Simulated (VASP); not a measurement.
# TiAl3 (Pm-3m) in VASP: single point with PBEsol

Aim: the single point of TiAl3 with PBEsol.

Program: VASP 6.6.1. These are calculated values, not measurements. Logs are shortened: lines on timing, memory, paths and dates and some standing lists are left out, and cuts for length are marked.

**1. The cell of the first run**

It takes space group Pm-3m (No. 221, cubic). Conventional cell: a = 3.948 Å, b = 3.948 Å, c = 3.948 Å, α = 90.00°, β = 90.00°, γ = 90.00°. Within 3.7 Å of Ti (site symmetry m-3m) lie 12 Al at 2.79 Å. Within 3.7 Å of Al (site symmetry 4/mmm) lie 4 Ti at 2.79 Å and 8 Al at 2.79 Å. Al (site symmetry 4/mmm) has 4 Ti at 2.79 Å and 8 Al at 2.79 Å within 3.7 Å.

**2. Single point, PBEsol**

Input file INCAR:

```
PREC     = Accurate       # precision mode
ENCUT    = 520            # plane-wave cutoff, eV
EDIFF    = 1E-6           # SCF threshold, eV
ISMEAR   = 0              # smearing method
SIGMA    = 0.15           # smearing width, eV
LREAL    = False          # projectors in reciprocal space
LASPH    = True           # aspherical terms in the spheres
NELM     = 60             # most SCF steps
ALGO     = Fast           # electronic algorithm
ISIF     = 2              # what is computed and relaxed
LWAVE    = False          # write WAVECAR
LCHARG   = False          # write CHGCAR
GGA      = PS             # functional
NBANDS   = 31             # bands
```

Input file KPOINTS:

```
regular mesh
0
Gamma
  10 8 8
```

Input file POSCAR:

```
TiAl3
1.0
   -3.9479576782      0.0000000000      0.0000000000
    0.0000000000      3.9479576782      3.9479576782
    0.0000000000      3.9479576782     -3.9479576782
Ti Al
2 6
Direct
    0.0000000000      0.0000000000      0.0000000000
    0.0000000000      0.5000000000      0.5000000000
    0.5000000000      0.7500000000      0.7500000000
    0.5000000000      0.2500000000      0.2500000000
    0.5000000000      0.7500000000      0.2500000000
    0.5000000000      0.2500000000      0.7500000000
    1.0000000000      0.5000000000      0.0000000000
    1.0000000000      0.0000000000      0.5000000000
```

Potentials or basis: VASP PAW PBE potentials, release 64 (Ti_sv, Al).

The run is started by

```bash
cat potpaw_PBE.64/Ti_sv/POTCAR potpaw_PBE.64/Al/POTCAR > POTCAR
mpirun -np 1 vasp_std > vasp.out
```

OUTCAR:

```text
PREC = Accurate
   ENCUT = 520
   EDIFF = 1E-6
   ISMEAR = 0
   LREAL = False
   LASPH = True
   NELM = 60
   ISIF = 2
   GGA = PS

 ion  position               nearest neighbor table
   1  0.000  0.000  0.000-   3 2.79   4 2.79   5 2.79   6 2.79   7 2.79   8 2.79   8 2.79   7 2.79
                             3 2.79   4 2.79   5 2.79   6 2.79
   2  0.000  0.500  0.500-   3 2.79   4 2.79   5 2.79   6 2.79   7 2.79   8 2.79   7 2.79   8 2.79
                             3 2.79   4 2.79   5 2.79   6 2.79
   3  0.500  0.750  0.750-   1 2.79   2 2.79   5 2.79   6 2.79   7 2.79   8 2.79   5 2.79   6 2.79
                             1 2.79   2 2.79   7 2.79   8 2.79
   4  0.500  0.250  0.250-   1 2.79   2 2.79   5 2.79   6 2.79   7 2.79   8 2.79   6 2.79   5 2.79
                             1 2.79   2 2.79   7 2.79   8 2.79
   5  0.500  0.750  0.250-   1 2.79   2 2.79   3 2.79   4 2.79   7 2.79   8 2.79   3 2.79   4 2.79
                             1 2.79   2 2.79   7 2.79   8 2.79
   6  0.500  0.250  0.750-   1 2.79   2 2.79   3 2.79   4 2.79   7 2.79   8 2.79   4 2.79   3 2.79
                             1 2.79   2 2.79   7 2.79   8 2.79
   7  0.000  0.500  0.000-   1 2.79   2 2.79   3 2.79   4 2.79   5 2.79   6 2.79   2 2.79   1 2.79
                             3 2.79   4 2.79   5 2.79   6 2.79
   8  0.000  0.000  0.500-   1 2.79   2 2.79   3 2.79   4 2.79   5 2.79   6 2.79   1 2.79   2 2.79
                             3 2.79   4 2.79   5 2.79   6 2.79

  LATTYP: Found a simple tetragonal cell.
 ALAT       =     5.5832552922
 C/A-ratio  =     0.7071067812

  Lattice vectors:

 A1 = (   0.0000000000,   3.9479576782,   3.9479576782)
 A2 = (   0.0000000000,   3.9479576782,  -3.9479576782)
 A3 = (  -3.9479576782,   0.0000000000,   0.0000000000)

Analysis of symmetry for initial positions (statically):
=====================================================================
 Subroutine PRICEL returns following result:

  LATTYP: Found a simple cubic cell.
 ALAT       =     3.9479576782

  Lattice vectors:

 A1 = (  -3.9479576782,   0.0000000000,   0.0000000000)
 A2 = (   0.0000000000,   0.0000000000,   3.9479576782)
 A3 = (   0.0000000000,   3.9479576782,   0.0000000000)

   2 primitive cells build up your supercell.

 Routine SETGRP: Setting up the symmetry group for a
 simple tetragonal supercell.

 Subroutine GETGRP returns: Found 16 space group operations
 (whereof 16 operations were pure point group operations)
 out of a pool of 16 trial point group operations.

[... 128 lines left out ...]
   EDIFF  = 0.1E-05   stopping-criterion for ELM
   LREAL  =      F    real-space projection
   EDIFFG = 0.1E-04   stopping-criterion for IOM
   NSW    =      0    number of steps for IOM
   IBRION =     -1    ionic relax: 0-MD 1-quasi-New 2-CG
   NFREE  =      0    steps in history (QN), initial steepest desc. (CG)
   ISIF   =      2    stress and relaxation
   ISYM   =      2    0-nonsym 1-usesym 2-fastsym
   POTIM  = 0.5000    time-step for ionic-motion
   TEBEG  =    0.0;   TEEND  =   0.0 temperature during run
   PSTRESS=    0.0 pullay stress
   NELECT =      42.0000    total number of electrons
   NUPDOWN=      -1.0000    fix difference up-down
   EMIN   =  10.00;   EMAX   =-10.00  energy-range for DOS
   EFERMI =   0.00;   METHOD = LEGACY
   ISMEAR =     0;   SIGMA  =   0.15  broadening in eV -4-tet -1-fermi 0-gaus
   EFERMI_NEDOS =   21; number of points for ismear=-14 and -15
   IALGO  =     68    algorithm
   IMIX   =      4    mixing-type and parameters
     AMIX     =   0.40;   BMIX     =  1.00
     AMIX_MAG =   1.60;   BMIX_MAG =  1.00
  volume/ion in A,a.u.               =      15.38       103.81
  Fermi-wavevector in a.u.,A,eV,Ry     =   1.144042  2.161927 17.807753  1.308833
  Thomas-Fermi vector in A             =   2.280736
   LORBIT       =      0    0 simple, 1 ext, 2 COOP (PROOUT), +10 PAW based schemes
   GGA     = PS    functional components
   LHFCALC =     F    Hartree Fock is set to
   AEXX    =    0.0000 exact exchange contribution
   IVDW    =     0    specifies the selected vdW correction
   LEPSILON=     F    determine dielectric tensor
   LRPA    =     F    only Hartree local field effects (RPA)
 non-spin polarized calculation
 RMM-DIIS sequential band-by-band and
 Gauss-broadening in eV      SIGMA  =   0.15
  energy-cutoff  :      520.00
  volume of cell :      123.07
 maximum number of plane-waves:      3348
 NGX is ok and might be reduce to    30
   NGX = 15   NGY = 21   NGZ = 21

 number of electron      41.9999994 magnetization

 Free energy of the ion-electron system (eV)
  ---------------------------------------------------
  ext. energy  EPLUGINS =         0.00000000
  ---------------------------------------------------
  free energy    TOTEN  =       -44.26829039 eV

  energy without entropy =      -44.21834552  energy(sigma->0) =      -44.24331796

 E-fermi :   9.1116     XC(G=0): -10.9386

 val. band max:        9.1109414923   @ k =   0.2000   0.2500   0.1250
 cond. band min:       9.1135086333   @ k =   0.2000   0.3750   0.0000
 fundamental gap:      0.0025671411
 Fermi energy:         9.1116499489

 k-point     1 :       0.0000    0.0000    0.0000
  band No.  band energies     occupation
      1     -47.5963      2.00000
      2     -47.5946      2.00000
      3     -24.0223      2.00000
      4     -24.0223      2.00000
      5     -24.0063      2.00000
      6     -24.0037      2.00000
[... 805 lines left out ...]
     30      12.1742      0.00000
     31      12.5809      0.00000

 [... further k-points ...]
[... 5 lines left out ...]
  --------------------------------------------------------------------------------------
  -------------------------------------------------------------------------------------
  Total        0.0353828      0.1832942      0.1832942     -0.0000000      0.0000000      0.0000000
  in kB        0.4606337      2.3862281      2.3862281     -0.0000000      0.0000000      0.0000000
  external PRESSURE =       1.7443633 kB  Pullay stress =       0.0000000 kB

 VOLUME and BASIS-vectors are now :
 -----------------------------------------------------------------------------
  energy-cutoff  :      520.00
  volume of cell :      123.07
      direct lattice vectors                 reciprocal lattice vectors
    -3.947957678  0.000000000  0.000000000    -0.253295522  0.000000000  0.000000000
     0.000000000  3.947957678  3.947957678     0.000000000  0.126647761  0.126647761
     0.000000000  3.947957678 -3.947957678     0.000000000  0.126647761 -0.126647761

 POSITION                                       TOTAL-FORCE (eV/Angst)
 -----------------------------------------------------------------------------------
      0.00000      0.00000      0.00000         0.000000      0.000000     -0.000000
      0.00000      3.94796      0.00000         0.000000     -0.000000      0.000000
     -1.97398      5.92194      0.00000        -0.000000      0.000000     -0.000000
     -1.97398      1.97398      0.00000         0.000000     -0.000000     -0.000000
     -1.97398      3.94796      1.97398        -0.000000     -0.000000      0.000000
     -1.97398      3.94796     -1.97398         0.000000      0.000000      0.000000
      0.00000      1.97398      1.97398        -0.000000      0.000000      0.000000
      0.00000      1.97398     -1.97398        -0.000000      0.000000     -0.000000
 -----------------------------------------------------------------------------------
    total drift:                               -0.000000      0.000000     -0.000000

  FREE ENERGIE OF THE ION-ELECTRON SYSTEM (eV)
  ---------------------------------------------------
  free  energy   TOTEN  =       -44.2682903891 eV

  energy  without entropy=      -44.2183455233  energy(sigma->0) =      -44.24331796
```

stdout:

```text
POSCAR found type information on POSCAR TiAl
 POSCAR found :  2 types and       8 ions
 scaLAPACK will be used
 -----------------------------------------------------------------------------
|                                                                             |
|                                                                             |
|     You enforced a specific xc type in the INCAR file but a different       |
|     I HOPE YOU KNOW WHAT YOU ARE DOING!                                     |
|                                                                             |
 -----------------------------------------------------------------------------

 LDA part: xc-table for (Slater+PW92), standard interpolation
 POSCAR, INCAR and KPOINTS ok, starting setup
 FFT: planning ... GRIDC
 FFT: planning ... GRID_SOFT
 FFT: planning ... GRID
 WAVECAR not read
 entering main loop
WARNING in EDDRMM: call to ZHEGV failed, returncode =   8  4     25
WARNING in EDDRMM: call to ZHEGV failed, returncode =   6  3     10
WARNING in EDDRMM: call to ZHEGV failed, returncode =   6  3     28
WARNING in EDDRMM: call to ZHEGV failed, returncode =   6  3     25
WARNING in EDDRMM: call to ZHEGV failed, returncode =   8  4     25
WARNING in EDDRMM: call to ZHEGV failed, returncode =   6  3     18
WARNING in EDDRMM: call to ZHEGV failed, returncode =   6  3     27
WARNING in EDDRMM: call to ZHEGV failed, returncode =   8  4     27
WARNING in EDDRMM: call to ZHEGV failed, returncode =   6  3     18
```

Wall time 27 min (1 thread of Intel Xeon 8259CL, shared host); peak memory 0.41 GiB.

Results:

```
Free energy            : -44.2683 eV
Pressure               : 0.2 GPa
Band gap on the k mesh : zero (bands 21 and 22 overlap by 1.28 eV)
```

Levels at points of the mesh, in eV from the Fermi level:
| k point | band 18 | band 19 | band 20 | band 21 | band 22 | band 23 | band 24 | band 25 |
| --- | --- | --- | --- | --- | --- | --- | --- | --- |
| (0.00, 0.00, 0.00) | -2.17 | -1.27 | -1.27 | 0.15 | 0.15 | 0.15 | 0.62 | 0.68 |
| (0.50, 0.00, 0.00) | -2.28 | -2.28 | -2.22 | 0.18 | 0.40 | 0.74 | 0.74 | 0.94 |
| (0.00, 0.50, 0.00) | -2.02 | -0.65 | -0.65 | -0.39 | -0.39 | 0.26 | 0.26 | 1.55 |
| (0.50, 0.50, 0.00) | -3.05 | -2.42 | -2.42 | -0.54 | -0.54 | 1.03 | 1.03 | 1.41 |
| (0.00, 0.50, 0.50) | -2.22 | 0.40 | 0.40 | 0.74 | 0.74 | 0.74 | 0.74 | 0.95 |
| (0.50, 0.50, 0.50) | -1.27 | -1.27 | -1.27 | 0.62 | 0.62 | 0.87 | 0.87 | 1.10 |

Caveat: the PAW data sets were made with another functional, which shifts forces and pressure a little.
